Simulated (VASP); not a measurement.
# ZnF2 (P4_2/mnm) in VASP: single point with PBE

Aim: the single point of ZnF2 with PBE.

Program: VASP 6.6.1. These are calculated values, not measurements. Logs are shortened: lines on timing, memory, paths and dates and some standing lists are left out, and cuts for length are marked.

**1. The cell of the first run**

The structure is tetragonal, space group P4_2/mnm (No. 136). Conventional cell: a = 4.700 Å, b = 4.700 Å, c = 3.131 Å, α = 90.00°, β = 90.00°, γ = 90.00°. Within 2.7 Å of Zn (site symmetry mmm) lie 6 F at 2.02 to 2.04 Å. F (site symmetry m2m) has 3 Zn at 2.02 to 2.04 Å and 1 F at 2.61 Å within 2.7 Å.

**2. Single point, PBE**

Input file POSCAR:

```
ZnF2
1.0
    4.7000680000      0.0000000000      0.0000000000
    0.0000000000      4.7000680000      0.0000000000
    0.0000000000      0.0000000000      3.1311140000
Zn F
2 4
Direct
    0.0000000000      0.0000000000      0.0000000000
    0.5000000000      0.5000000000      0.5000000000
    0.3035000000      0.3035000000      0.0000000000
    0.1965000000      0.8035000000      0.5000000000
    0.6965000000      0.6965000000      0.0000000000
    0.8035000000      0.1965000000      0.5000000000
```

Input file INCAR.step1:

```
PREC = Accurate
ENCUT = 520
EDIFF = 1E-6
ISMEAR = -1
SIGMA = 0.1
LREAL = False
LASPH = True
NELM = 120
ALGO = Normal
ISIF = 2
LWAVE = False
LCHARG = True
GGA = PE
NBANDS = 35
GGA_COMPAT = False
NEDOS = 2001
LORBIT = 11
```

Input file KPOINTS.step1:

```
regular mesh
0
Gamma
  6 6 8
```

Input file INCAR.step2:

```
PREC = Accurate
ENCUT = 520
EDIFF = 1E-6
ISMEAR = -5
SIGMA = 0.1
LREAL = False
LASPH = True
NELM = 120
ALGO = Normal
ISIF = 2
LWAVE = False
LCHARG = False
GGA = PE
LORBIT = 11
NEDOS = 2001
ICHARG = 11
GGA_COMPAT = False
```

Input file KPOINTS.step2:

```
regular mesh
0
Gamma
  9 9 12
```

Potentials or basis: VASP PAW PBE potentials, release 64 (Zn, F).

On the command line:

```
> cat potpaw_PBE.64/Zn/POTCAR potpaw_PBE.64/F/POTCAR > POTCAR
> cp INCAR.step1 INCAR
> cp KPOINTS.step1 KPOINTS
> mpirun -np 1 vasp_std > vasp.out
> cp INCAR.step2 INCAR
> cp KPOINTS.step2 KPOINTS
> mpirun -np 1 vasp_std > vasp.out
```

OUTCAR:

```text
PREC = Accurate
   ENCUT = 520
   EDIFF = 1E-6
   ISMEAR = -5
   LREAL = False
   LASPH = True
   NELM = 120
   ISIF = 2
   GGA = PE
   LORBIT = 11
   ICHARG = 11

 ion  position               nearest neighbor table
   1  0.000  0.000  0.000-   3 2.02   5 2.02   4 2.04   6 2.04   4 2.04   6 2.04
   2  0.500  0.500  0.500-   4 2.02   6 2.02   5 2.04   3 2.04   3 2.04   5 2.04
   3  0.303  0.303  0.000-   1 2.02   2 2.04   2 2.04
   4  0.197  0.803  0.500-   2 2.02   1 2.04   1 2.04
   5  0.697  0.697  0.000-   1 2.02   2 2.04   2 2.04
   6  0.803  0.197  0.500-   2 2.02   1 2.04   1 2.04

  LATTYP: Found a simple tetragonal cell.
 ALAT       =     4.7000680000
 C/A-ratio  =     0.6661848297

  Lattice vectors:

 A1 = (   4.7000680000,   0.0000000000,   0.0000000000)
 A2 = (   0.0000000000,   4.7000680000,   0.0000000000)
 A3 = (   0.0000000000,   0.0000000000,   3.1311140000)

Analysis of symmetry for initial positions (statically):
=====================================================================
 Subroutine PRICEL returns:
 Original cell was already a primitive cell.

 Routine SETGRP: Setting up the symmetry group for a
 simple tetragonal supercell.

 Subroutine GETGRP returns: Found 16 space group operations
 (whereof  8 operations were pure point group operations)
 out of a pool of 16 trial point group operations.

The static configuration has the point symmetry D_2h.
 The point group associated with its full space group is D_4h.

Analysis of symmetry for dynamics (positions and initial velocities):
=====================================================================
 Subroutine PRICEL returns:
 Original cell was already a primitive cell.

 Routine SETGRP: Setting up the symmetry group for a
 simple tetragonal supercell.

 Subroutine GETGRP returns: Found 16 space group operations
 (whereof  8 operations were pure point group operations)
 out of a pool of 16 trial point group operations.

The dynamic configuration has the point symmetry D_2h.
 The point group associated with its full space group is D_4h.

 Subroutine INISYM returns: Found 16 space group operations
 (whereof  8 operations are pure point group operations),
 and found     1 'primitive' translations

----------------------------------------------------------------------------------------

                                     Primitive cell

  volume of cell :      69.1683

  direct lattice vectors                    reciprocal lattice vectors
     4.700068000  0.000000000  0.000000000     0.212762879  0.000000000  0.000000000
     0.000000000  4.700068000  0.000000000     0.000000000  0.212762879  0.000000000
     0.000000000  0.000000000  3.131114000     0.000000000  0.000000000  0.319375149

  length of vectors
     4.700068000  4.700068000  3.131114000     0.212762879  0.212762879  0.319375149

  position of ions in fractional coordinates (direct lattice)
     0.000000000  0.000000000  0.000000000
     0.500000000  0.500000000  0.500000000
     0.303500000  0.303500000  0.000000000
     0.196500000  0.803500000  0.500000000
     0.696500000  0.696500000  0.000000000
     0.803500000  0.196500000  0.500000000

  ion indices of the primitive-cell ions
   primitive index   ion index
                 1           1
                 2           2
                 3           3
                 4           4
                 5           5
                 6           6

----------------------------------------------------------------------------------------

 KPOINTS: regular mesh

Automatic generation of k-mesh.
 Grid dimensions read from file:
 generate k-points for:    9    9   12

 Generating k-lattice:

  Cartesian coordinates                     Fractional coordinates (reciprocal lattice)
     0.023640320  0.000000000  0.000000000     0.111111111  0.000000000  0.000000000
     0.000000000  0.023640320  0.000000000     0.000000000  0.111111111  0.000000000
     0.000000000  0.000000000  0.026614596     0.000000000  0.000000000  0.083333333

  Length of vectors
     0.023640320  0.023640320  0.026614596

  Shift w.r.t. Gamma in fractional coordinates (k-lattice)
     0.000000000  0.000000000  0.000000000

 TETIRR: Found   1446 inequivalent tetrahedra from     5832

 Subroutine IBZKPT returns following result:
 ===========================================

 Found    105 irreducible k-points:

 Following reciprocal coordinates:
            Coordinates               Weight
  0.000000  0.000000  0.000000      1.000000
  0.111111  0.000000  0.000000      4.000000
  0.222222  0.000000  0.000000      4.000000
  0.333333  0.000000  0.000000      4.000000
  0.444444  0.000000  0.000000      4.000000
  0.111111  0.111111  0.000000      4.000000
[... 16 lines left out ...]
  0.333333  0.111111  0.083333     16.000000
  0.444444  0.111111  0.083333     16.000000
 [... further k-points ...]
   k-points           NKPTS =    105   k-points in BZ     NKDIM =    105   number of bands    NBANDS=     31
   number of dos      NEDOS =   2001   number of ions     NIONS =      6
   total plane-waves  NPLWV =  31104
   dimension x,y,z NGX =    36 NGY =   36 NGZ =   24
   dimension x,y,z NGXF=    72 NGYF=   72 NGZF=   48
   ions per type =               2   4
   NGX,Y,Z   is equivalent  to a cutoff of  12.73, 12.73, 12.74 a.u.
   NGXF,Y,Z  is equivalent  to a cutoff of  25.47, 25.47, 25.49 a.u.
 SYSTEM =  unknown system
   PREC   = accura    normal or accurate (medium, high low for compatibility)
   ISTART =      0    job   : 0-new  1-cont  2-samecut
   ICHARG =     11    charge: 1-file 2-atom 10-const
   ISPIN  =      1    spin polarized calculation?
   LNONCOLLINEAR =      F non collinear calculations
   LSORBIT =      F    spin-orbit coupling
   LASPH  =      T    aspherical Exc in radial PAW
   ENCUT  =  520.0 eV  38.22 Ry    6.18 a.u.   8.74  8.74  5.82*2*pi/ulx,y,z
   NELM   =    120;   NELMIN=  2; NELMDL=  0     # of ELM steps
   EDIFF  = 0.1E-05   stopping-criterion for ELM
   LREAL  =      F    real-space projection
   EDIFFG = 0.1E-04   stopping-criterion for IOM
   NSW    =      0    number of steps for IOM
   IBRION =     -1    ionic relax: 0-MD 1-quasi-New 2-CG
   NFREE  =      0    steps in history (QN), initial steepest desc. (CG)
   ISIF   =      2    stress and relaxation
   ISYM   =      2    0-nonsym 1-usesym 2-fastsym
   POTIM  = 0.5000    time-step for ionic-motion
   TEBEG  =    0.0;   TEEND  =   0.0 temperature during run
   PSTRESS=    0.0 pullay stress
   NELECT =      52.0000    total number of electrons
   NUPDOWN=      -1.0000    fix difference up-down
   EMIN   =  10.00;   EMAX   =-10.00  energy-range for DOS
   EFERMI =   0.00;   METHOD = LEGACY
   ISMEAR =    -5;   SIGMA  =   0.10  broadening in eV -4-tet -1-fermi 0-gaus
   EFERMI_NEDOS =   21; number of points for ismear=-14 and -15
   IALGO  =     38    algorithm
   IMIX   =      4    mixing-type and parameters
     AMIX     =   0.40;   BMIX     =  1.00
     AMIX_MAG =   1.60;   BMIX_MAG =  1.00
  volume/ion in A,a.u.               =      11.53        77.80
  Fermi-wavevector in a.u.,A,eV,Ry     =   1.488585  2.813017 30.148939  2.215884
  Thomas-Fermi vector in A             =   2.601601
   LORBIT       =     11    0 simple, 1 ext, 2 COOP (PROOUT), +10 PAW based schemes
   GGA     = PE    functional components
   LHFCALC =     F    Hartree Fock is set to
   AEXX    =    0.0000 exact exchange contribution
   IVDW    =     0    specifies the selected vdW correction
   LEPSILON=     F    determine dielectric tensor
   LRPA    =     F    only Hartree local field effects (RPA)
 non-spin polarized calculation
 Fermi weights with tetrahedron method with Bloechl corrections
  energy-cutoff  :      520.00
  volume of cell :       69.17
 maximum number of plane-waves:      1899
 NGX is ok and might be reduce to    36

 number of electron      51.9999947 magnetization

 Free energy of the ion-electron system (eV)
  ---------------------------------------------------
  ext. energy  EPLUGINS =         0.00000000
  ---------------------------------------------------
  free energy    TOTEN  =       -23.14903719 eV

  energy without entropy =      -23.14903719  energy(sigma->0) =      -23.14903719

 E-fermi :  -1.0784     XC(G=0): -10.2908

 val. band max:       -1.0922767304   @ k =   0.0000   0.0000   0.0000
 cond. band min:       2.4208906150   @ k =   0.0000   0.0000   0.0000
 fundamental gap:      3.5131673454
 Fermi energy:        -1.0784251334

 k-point     1 :       0.0000    0.0000    0.0000
  band No.  band energies     occupation
      1     -23.0122      2.00000
      2     -22.2293      2.00000
      3     -22.2293      2.00000
      4     -22.1972      2.00000
      5      -7.3640      2.00000
      6      -6.4734      2.00000
[... 23 lines left out ...]
     30       8.5742      0.00000
     31      12.4435      0.00000

 k-point     2 :       0.1111    0.0000    0.0000
  band No.  band energies     occupation
      1     -22.9928      2.00000
      2     -22.2834      2.00000
      3     -22.2252      2.00000
      4     -22.1689      2.00000
      5      -7.3032      2.00000
      6      -6.4536      2.00000
[... 23 lines left out ...]
     30       8.9489      0.00000
     31      12.2913      0.00000

 k-point     3 :       0.2222    0.0000    0.0000
  band No.  band energies     occupation
      1     -22.9366      2.00000
      2     -22.3758      2.00000
      3     -22.2135      2.00000
      4     -22.1509      2.00000
      5      -7.1291      2.00000
      6      -6.4012      2.00000
[... 703 lines left out ...]
     30       9.6862      0.00000
     31      11.7556      0.00000

 k-point    24 :       0.4444    0.1111    0.0833
  band No.  band energies     occupation
      1     -22.7098      2.00000
      2     -22.5936      2.00000
      3     -22.1897      2.00000
      4     -22.1698      2.00000
      5      -6.6135      2.00000
      6      -6.3974      2.00000
[... 23 lines left out ...]
     30       9.5689      0.00000
     31      11.9247      0.00000

 [... further k-points ...]

------------------------ aborting loop because EDIFF is reached ----------------------------------------

  FORCE on cell =-STRESS in cart. coord.  units (eV):
  Direction    XX          YY          ZZ          XY          YZ          ZX
  --------------------------------------------------------------------------------------
  -------------------------------------------------------------------------------------
  Total        2.8644713      2.8644713      3.3174213     -0.0000000      0.0000000      0.0000000
  in kB       66.3510645     66.3510645     76.8429544     -0.0000000      0.0000000      0.0000000
  external PRESSURE =      69.8483612 kB  Pullay stress =       0.0000000 kB

 VOLUME and BASIS-vectors are now :
 -----------------------------------------------------------------------------
  energy-cutoff  :      520.00
  volume of cell :       69.17
      direct lattice vectors                 reciprocal lattice vectors
     4.700068000  0.000000000  0.000000000     0.212762879  0.000000000  0.000000000
     0.000000000  4.700068000  0.000000000     0.000000000  0.212762879  0.000000000
     0.000000000  0.000000000  3.131114000     0.000000000  0.000000000  0.319375149

 POSITION                                       TOTAL-FORCE (eV/Angst)
 -----------------------------------------------------------------------------------
      0.00000      0.00000      0.00000        -0.000000      0.000000      0.000000
      2.35003      2.35003      1.56556        -0.000000      0.000000      0.000000
      1.42647      1.42647      0.00000        -0.041411     -0.041411      0.000000
      0.92356      3.77650      1.56556         0.041411     -0.041411      0.000000
      3.27360      3.27360      0.00000         0.041411      0.041411      0.000000
      3.77650      0.92356      1.56556        -0.041411      0.041411      0.000000
 -----------------------------------------------------------------------------------
    total drift:                                0.000000      0.000000      0.000000

  FREE ENERGIE OF THE ION-ELECTRON SYSTEM (eV)
  ---------------------------------------------------
  free  energy   TOTEN  =       -23.1490371914 eV

  energy  without entropy=      -23.1490371914  energy(sigma->0) =      -23.14903719

 total charge

# of ion       s       p       d       tot
------------------------------------------
    1        0.335   0.360   9.950  10.645
    2        0.335   0.360   9.950  10.645
    3        1.736   4.368   0.000   6.104
    4        1.736   4.368   0.000   6.104
    5        1.736   4.368   0.000   6.104
    6        1.736   4.368   0.000   6.104
--------------------------------------------------
tot          7.614  18.190  19.900  45.705
```

Wall time 3.5 min (1 thread of Intel Xeon 8259CL, shared host); peak memory 0.29 GiB.

Results:

```yaml
Valence_electrons_inside_the_program's_atomic_spheres: Zn 10.64; F 6.10
```
